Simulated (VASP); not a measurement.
# CuI (F-43m) in VASP: notebook

The runs below take CuI through single point, with PBEsol.

Everything below comes from runs of VASP 6.6.1. Logs are shortened: lines on timing, memory, paths and dates and some standing lists are left out, and cuts for length are marked.

## (1) The cell of the first run

It takes space group F-43m (No. 216, cubic). The conventional cell has a = 5.668 Å, b = 5.668 Å, c = 5.668 Å, α = 90.00°, β = 90.00°, γ = 90.00°. Within 3.2 Å of Cu (site symmetry -43m) lie 4 I at 2.45 Å. I (site symmetry -43m) has 4 Cu at 2.45 Å within 3.2 Å.

## (2) Single point, PBEsol

Input file INCAR:

```
  PREC = Accurate
  ENCUT = 520
  EDIFF = 1E-6
  ISMEAR = 0
  SIGMA = 0.01
  LREAL = F
  LASPH = T
  NELM = 60
  ALGO = Normal
  ISIF = 2
  LWAVE = F
  LCHARG = F
  GGA = PS
  NBANDS = 16
```

Input file KPOINTS:

```
regular mesh
0
Gamma
  6 6 6
```

Input file POSCAR:

```
CuI
1.0
    0.0000000000      2.8342262222      2.8342262222
    2.8342262222      0.0000000000      2.8342262222
    2.8342262222      2.8342262222      0.0000000000
Cu I
1 1
Direct
    0.7500000000      0.7500000000      0.7500000000
    0.0000000000      0.0000000000      0.0000000000
```

Potentials or basis: VASP PAW PBE potentials, release 64 (Cu, I).

The run is started by

```sh
$ cat potpaw_PBE.64/Cu/POTCAR potpaw_PBE.64/I/POTCAR > POTCAR
$ mpirun -np 1 vasp_std > vasp.out
```

OUTCAR:

```text
PREC = Accurate
   ENCUT = 520
   EDIFF = 1E-6
   ISMEAR = 0
   LREAL = F
   LASPH = T
   NELM = 60
   ISIF = 2
   GGA = PS

 ion  position               nearest neighbor table
   1  0.750  0.750  0.750-   2 2.45   2 2.45   2 2.45   2 2.45
   2  0.000  0.000  0.000-   1 2.45   1 2.45   1 2.45   1 2.45

  LATTYP: Found a face centered cubic cell.
 ALAT       =     5.6684524444

  Lattice vectors:

 A1 = (   0.0000000000,   2.8342262222,   2.8342262222)
 A2 = (   2.8342262222,   0.0000000000,   2.8342262222)
 A3 = (   2.8342262222,   2.8342262222,   0.0000000000)

Analysis of symmetry for initial positions (statically):
=====================================================================
 Subroutine PRICEL returns:
 Original cell was already a primitive cell.

 Routine SETGRP: Setting up the symmetry group for a
 face centered cubic supercell.

 Subroutine GETGRP returns: Found 24 space group operations
 (whereof 24 operations were pure point group operations)
 out of a pool of 48 trial point group operations.

The static configuration has the point symmetry T_d .

Analysis of symmetry for dynamics (positions and initial velocities):
=====================================================================
 Subroutine PRICEL returns:
 Original cell was already a primitive cell.

 Routine SETGRP: Setting up the symmetry group for a
 face centered cubic supercell.

 Subroutine GETGRP returns: Found 24 space group operations
 (whereof 24 operations were pure point group operations)
 out of a pool of 48 trial point group operations.

The dynamic configuration has the point symmetry T_d .

 Subroutine INISYM returns: Found 24 space group operations
 (whereof 24 operations are pure point group operations),
 and found     1 'primitive' translations

----------------------------------------------------------------------------------------

                                     Primitive cell

  volume of cell :      45.5338

  direct lattice vectors                    reciprocal lattice vectors
     0.000000000  2.834226222  2.834226222    -0.176414993  0.176414993  0.176414993
     2.834226222  0.000000000  2.834226222     0.176414993 -0.176414993  0.176414993
     2.834226222  2.834226222  0.000000000     0.176414993  0.176414993 -0.176414993

  length of vectors
     4.008201162  4.008201162  4.008201162     0.305559732  0.305559732  0.305559732

  position of ions in fractional coordinates (direct lattice)
     0.750000000  0.750000000  0.750000000
     0.000000000  0.000000000  0.000000000

  ion indices of the primitive-cell ions
   primitive index   ion index
                 1           1
                 2           2

----------------------------------------------------------------------------------------

 KPOINTS: regular mesh

Automatic generation of k-mesh.
 Grid dimensions read from file:
 generate k-points for:    6    6    6

 Generating k-lattice:

  Cartesian coordinates                     Fractional coordinates (reciprocal lattice)
    -0.029402499  0.029402499  0.029402499     0.166666667  0.000000000  0.000000000
     0.029402499 -0.029402499  0.029402499     0.000000000  0.166666667  0.000000000
     0.029402499  0.029402499 -0.029402499     0.000000000  0.000000000  0.166666667

  Length of vectors
     0.050926622  0.050926622  0.050926622

  Shift w.r.t. Gamma in fractional coordinates (k-lattice)
     0.000000000  0.000000000  0.000000000

 Subroutine IBZKPT returns following result:
 ===========================================

 Found     16 irreducible k-points:

 Following reciprocal coordinates:
            Coordinates               Weight
  0.000000  0.000000  0.000000      1.000000
  0.166667  0.000000  0.000000      8.000000
  0.333333  0.000000  0.000000      8.000000
  0.500000  0.000000  0.000000      4.000000
  0.166667  0.166667  0.000000      6.000000
  0.333333  0.166667  0.000000     24.000000
[... 8 lines left out ...]
 -0.333333  0.333333  0.166667     24.000000
 -0.333333  0.500000  0.166667     12.000000
   k-points           NKPTS =     16   k-points in BZ     NKDIM =     16   number of bands    NBANDS=     16
   number of dos      NEDOS =    301   number of ions     NIONS =      2
   total plane-waves  NPLWV =  27000
   dimension x,y,z NGX =    30 NGY =   30 NGZ =   30
   dimension x,y,z NGXF=    60 NGYF=   60 NGZF=   60
   ions per type =               1   1
   NGX,Y,Z   is equivalent  to a cutoff of  12.44, 12.44, 12.44 a.u.
   NGXF,Y,Z  is equivalent  to a cutoff of  24.89, 24.89, 24.89 a.u.
 SYSTEM =  unknown system
   PREC   = accura    normal or accurate (medium, high low for compatibility)
   ISTART =      0    job   : 0-new  1-cont  2-samecut
   ICHARG =      2    charge: 1-file 2-atom 10-const
   ISPIN  =      1    spin polarized calculation?
   LNONCOLLINEAR =      F non collinear calculations
   LSORBIT =      F    spin-orbit coupling
   LASPH  =      T    aspherical Exc in radial PAW
   ENCUT  =  520.0 eV  38.22 Ry    6.18 a.u.   7.45  7.45  7.45*2*pi/ulx,y,z
   NELM   =     60;   NELMIN=  2; NELMDL= -5     # of ELM steps
   EDIFF  = 0.1E-05   stopping-criterion for ELM
   LREAL  =      F    real-space projection
   EDIFFG = 0.1E-04   stopping-criterion for IOM
   NSW    =      0    number of steps for IOM
   IBRION =     -1    ionic relax: 0-MD 1-quasi-New 2-CG
   NFREE  =      0    steps in history (QN), initial steepest desc. (CG)
   ISIF   =      2    stress and relaxation
   ISYM   =      2    0-nonsym 1-usesym 2-fastsym
   POTIM  = 0.5000    time-step for ionic-motion
   TEBEG  =    0.0;   TEEND  =   0.0 temperature during run
   PSTRESS=    0.0 pullay stress
   NELECT =      18.0000    total number of electrons
   NUPDOWN=      -1.0000    fix difference up-down
   EMIN   =  10.00;   EMAX   =-10.00  energy-range for DOS
   EFERMI =   0.00;   METHOD = LEGACY
   ISMEAR =     0;   SIGMA  =   0.01  broadening in eV -4-tet -1-fermi 0-gaus
   EFERMI_NEDOS =   21; number of points for ismear=-14 and -15
   IALGO  =     38    algorithm
   IMIX   =      4    mixing-type and parameters
     AMIX     =   0.40;   BMIX     =  1.00
     AMIX_MAG =   1.60;   BMIX_MAG =  1.00
  volume/ion in A,a.u.               =      22.77       153.64
  Fermi-wavevector in a.u.,A,eV,Ry     =   1.201493  2.270492 19.641164  1.443585
  Thomas-Fermi vector in A             =   2.337300
   LORBIT       =      0    0 simple, 1 ext, 2 COOP (PROOUT), +10 PAW based schemes
   GGA     = PS    functional components
   LHFCALC =     F    Hartree Fock is set to
   AEXX    =    0.0000 exact exchange contribution
   IVDW    =     0    specifies the selected vdW correction
   LEPSILON=     F    determine dielectric tensor
   LRPA    =     F    only Hartree local field effects (RPA)
 non-spin polarized calculation
 Gauss-broadening in eV      SIGMA  =   0.01
  energy-cutoff  :      520.00
  volume of cell :       45.53
 maximum number of plane-waves:      1243
 NGX is ok and might be reduce to    30
   NGX = 15   NGY = 15   NGZ = 15

 number of electron      18.0000016 magnetization

 Free energy of the ion-electron system (eV)
  ---------------------------------------------------
  ext. energy  EPLUGINS =         0.00000000
  ---------------------------------------------------
  free energy    TOTEN  =        -6.12518496 eV

  energy without entropy =       -6.12518496  energy(sigma->0) =       -6.12518496

 E-fermi :   6.8426     XC(G=0): -10.0942

 val. band max:        6.7312406381   @ k =   0.0000   0.0000   0.0000
 cond. band min:       8.3752283760   @ k =   0.0000   0.0000   0.0000
 fundamental gap:      1.6439877379
 Fermi energy:         6.8426238948

 k-point     1 :       0.0000    0.0000    0.0000
  band No.  band energies     occupation
      1      -8.5473      2.00000
      2       2.0050      2.00000
      3       2.0050      2.00000
      4       2.0050      2.00000
      5       3.8433      2.00000
      6       3.8433      2.00000
[... 8 lines left out ...]
     15      16.6771      0.00000
     16      16.6771      0.00000

 k-point     2 :       0.1667    0.0000    0.0000
  band No.  band energies     occupation
      1      -8.3504      2.00000
      2       1.4877      2.00000
      3       2.0316      2.00000
      4       2.0316      2.00000
      5       3.8282      2.00000
      6       3.8282      2.00000
[... 8 lines left out ...]
     15      15.5216      0.00000
     16      15.8470      0.00000

 k-point     3 :       0.3333    0.0000    0.0000
  band No.  band energies     occupation
      1      -7.8990      2.00000
      2       0.3449      2.00000
      3       2.0726      2.00000
      4       2.0726      2.00000
      5       3.8413      2.00000
      6       3.8413      2.00000
[... 8 lines left out ...]
     15      16.1665      0.00000
     16      16.1665      0.00000

 k-point     4 :       0.5000    0.0000    0.0000
  band No.  band energies     occupation
      1      -7.6333      2.00000
      2      -0.2689      2.00000
      3       2.0856      2.00000
      4       2.0856      2.00000
      5       3.8794      2.00000
      6       3.8794      2.00000
[... 8 lines left out ...]
     15      18.1544      0.00000
     16      18.1544      0.00000

 k-point     5 :       0.1667    0.1667    0.0000
  band No.  band energies     occupation
      1      -8.2844      2.00000
      2       1.4377      2.00000
      3       2.0036      2.00000
      4       2.0036      2.00000
      5       3.7623      2.00000
      6       3.8718      2.00000
[... 8 lines left out ...]
     15      16.9696      0.00000
     16      17.1727      0.00000

 k-point     6 :       0.3333    0.1667    0.0000
  band No.  band energies     occupation
      1      -7.9124      2.00000
      2       0.6669      2.00000
      3       1.9387      2.00000
      4       2.0291      2.00000
      5       3.7366      2.00000
      6       3.8927      2.00000
[... 8 lines left out ...]
     15      17.2415      0.00000
     16      17.4014      0.00000

 k-point     7 :       0.5000    0.1667    0.0000
  band No.  band energies     occupation
      1      -7.5625      2.00000
      2      -0.0054      2.00000
      3       1.7183      2.00000
      4       2.0763      2.00000
      5       3.7902      2.00000
      6       3.8865      2.00000
[... 8 lines left out ...]
     15      18.0228      0.00000
     16      18.2208      0.00000

 k-point     8 :      -0.3333    0.1667    0.0000
  band No.  band energies     occupation
      1      -7.6528      2.00000
      2       0.1979      2.00000
      3       1.6367      2.00000
      4       2.1114      2.00000
      5       3.8034      2.00000
      6       3.8492      2.00000
[... 8 lines left out ...]
     15      16.8339      0.00000
     16      18.3092      0.00000

 k-point     9 :      -0.1667    0.1667    0.0000
  band No.  band energies     occupation
      1      -8.0643      2.00000
      2       0.9578      2.00000
      3       1.8499      2.00000
      4       2.0917      2.00000
      5       3.7750      2.00000
      6       3.8667      2.00000
[... 8 lines left out ...]
     15      16.5690      0.00000
     16      17.7069      0.00000

 k-point    10 :       0.3333    0.3333    0.0000
  band No.  band energies     occupation
      1      -7.6769      2.00000
      2       0.3402      2.00000
      3       2.0243      2.00000
      4       2.0243      2.00000
      5       3.6485      2.00000
      6       3.9291      2.00000
[... 8 lines left out ...]
     15      17.8042      0.00000
     16      20.8837      0.00000

 k-point    11 :       0.5000    0.3333    0.0000
  band No.  band energies     occupation
      1      -7.4039      2.00000
      2       0.0615      2.00000
      3       1.6342      2.00000
      4       2.0594      2.00000
      5       3.6984      2.00000
      6       3.9168      2.00000
[... 8 lines left out ...]
     15      18.5369      0.00000
     16      20.1654      0.00000

 k-point    12 :      -0.3333    0.3333    0.0000
  band No.  band energies     occupation
      1      -7.3940      2.00000
      2       0.4069      2.00000
      3       0.9166      2.00000
      4       2.1028      2.00000
      5       3.6604      2.00000
      6       3.8337      2.00000
[... 8 lines left out ...]
     15      16.2746      0.00000
     16      20.6689      0.00000

 k-point    13 :       0.5000    0.5000    0.0000
  band No.  band energies     occupation
      1      -7.3146      2.00000
      2      -0.2184      2.00000
      3       2.0519      2.00000
      4       2.0519      2.00000
      5       3.7541      2.00000
      6       3.9560      2.00000
[... 8 lines left out ...]
     15      18.5550      0.00000
     16      19.5249      0.00000

 k-point    14 :       0.5000    0.3333    0.1667
  band No.  band energies     occupation
      1      -7.5791      2.00000
      2       0.3518      2.00000
      3       1.5105      2.00000
      4       2.0558      2.00000
      5       3.7458      2.00000
      6       3.8638      2.00000
[... 8 lines left out ...]
     15      18.3150      0.00000
     16      19.6739      0.00000

 k-point    15 :      -0.3333    0.3333    0.1667
  band No.  band energies     occupation
      1      -7.3940      2.00000
      2       0.2982      2.00000
      3       1.1206      2.00000
      4       2.0299      2.00000
      5       3.6948      2.00000
      6       3.8382      2.00000
[... 8 lines left out ...]
     15      18.5327      0.00000
     16      19.4015      0.00000

 k-point    16 :      -0.3333    0.5000    0.1667
  band No.  band energies     occupation
      1      -7.3086      2.00000
      2       0.1686      2.00000
      3       1.3253      2.00000
      4       1.9564      2.00000
      5       3.7132      2.00000
      6       3.7867      2.00000
[... 8 lines left out ...]
     15      19.1396      0.00000
     16      19.6270      0.00000

------------------------ aborting loop because EDIFF is reached ----------------------------------------

  FORCE on cell =-STRESS in cart. coord.  units (eV):
  Direction    XX          YY          ZZ          XY          YZ          ZX
  --------------------------------------------------------------------------------------
  -------------------------------------------------------------------------------------
  Total        2.9601695      2.9601695      2.9601695      0.0000000      0.0000000      0.0000000
  in kB      104.1582380    104.1582380    104.1582380      0.0000000      0.0000000      0.0000000
  external PRESSURE =     104.1582380 kB  Pullay stress =       0.0000000 kB

 VOLUME and BASIS-vectors are now :
 -----------------------------------------------------------------------------
  energy-cutoff  :      520.00
  volume of cell :       45.53
      direct lattice vectors                 reciprocal lattice vectors
     0.000000000  2.834226222  2.834226222    -0.176414993  0.176414993  0.176414993
     2.834226222  0.000000000  2.834226222     0.176414993 -0.176414993  0.176414993
     2.834226222  2.834226222  0.000000000     0.176414993  0.176414993 -0.176414993

 POSITION                                       TOTAL-FORCE (eV/Angst)
 -----------------------------------------------------------------------------------
      4.25134      4.25134      4.25134         0.000000      0.000000      0.000000
      0.00000      0.00000      0.00000        -0.000000     -0.000000     -0.000000
 -----------------------------------------------------------------------------------
    total drift:                               -0.000001     -0.000001     -0.000001

  FREE ENERGIE OF THE ION-ELECTRON SYSTEM (eV)
  ---------------------------------------------------
  free  energy   TOTEN  =        -6.1251849615 eV

  energy  without entropy=       -6.1251849615  energy(sigma->0) =       -6.12518496
```

It took 29 s on 1 thread of Intel Xeon 8259CL, shared host; peak memory 0.17 GiB.

Results:

```
Free energy            : -6.1252 eV
Pressure               : 10.4 GPa
Band gap on the k mesh : 1.64 eV
```

Caveat: the cell stands under pressure; the PAW data sets were made with another functional, which shifts forces and pressure a little; spin-orbit coupling is left out, which moves the levels of the heavy elements.

(Continued in part 2 of 2.)
